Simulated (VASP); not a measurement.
Set up this calculation in VASP 6.6.1, as the native input.

```
Task                   : single point
Functional             : PBE
Dispersion             : D4
Potentials or basis    : VASP PAW PBE potentials, release 64 (K_sv, I)
Cutoff                 : 500 eV
k mesh                 : 6 × 6 × 6
Occupations            : gaussian, width 0.05 eV
Spin                   : no spin polarisation
Dipole correction      : no
Further INCAR settings : ALGO = Normal; EDIFF = 1e-06; NBANDS = 15
```

The structure of KI lies in POSCAR:

```
KI
1.0
    4.1570079630      0.0000000000      0.0000000000
    0.0000000000      4.1570079630      0.0000000000
    0.0000000000      0.0000000000      4.5727087593
K I
1 1
Direct
    0.0000000000      0.0000000000      0.0000000000
    0.5000000000      0.5000000000      0.5000000000
```

These files were run (other wordings do the same):

INCAR

```
PREC     = Accurate       # precision mode
ENCUT    = 500            # plane-wave cutoff, eV
EDIFF    = 1E-6           # SCF threshold, eV
ISMEAR   = 0              # smearing method
SIGMA    = 0.05           # smearing width, eV
LREAL    = F              # projectors in reciprocal space
LASPH    = T              # aspherical terms in the spheres
NELM     = 120            # most SCF steps
ALGO     = Normal         # electronic algorithm
ISIF     = 2              # what is computed and relaxed
LWAVE    = F              # write WAVECAR
LCHARG   = T              # write CHGCAR
GGA      = PE             # functional
IVDW     = 13             # dispersion correction
LELF     = T              # ELF
LVHAR    = T            
NBANDS   = 15             # bands
GGA_COMPAT= F
```

KPOINTS

```
Automatic mesh
0
Gamma
  6 6 6
```

Potentials or basis: VASP PAW PBE potentials, release 64 (K_sv, I).

Launch:

```console
$ cat potpaw_PBE.64/K_sv/POTCAR potpaw_PBE.64/I/POTCAR > POTCAR
$ mpirun -np 1 vasp_std > vasp.out
```

It gave:

* Pressure: -0.2 GPa
* Band gap on the k mesh: 2.99 eV (least direct gap 3.32 eV)
* Dispersion energy per atom: -0.177 eV

Caveat: spin-orbit coupling is left out, which moves the levels of the heavy elements.

Wall time 81 s on 1 thread of Intel Xeon 8259CL, with other jobs on the host, peak memory 0.17 GiB.
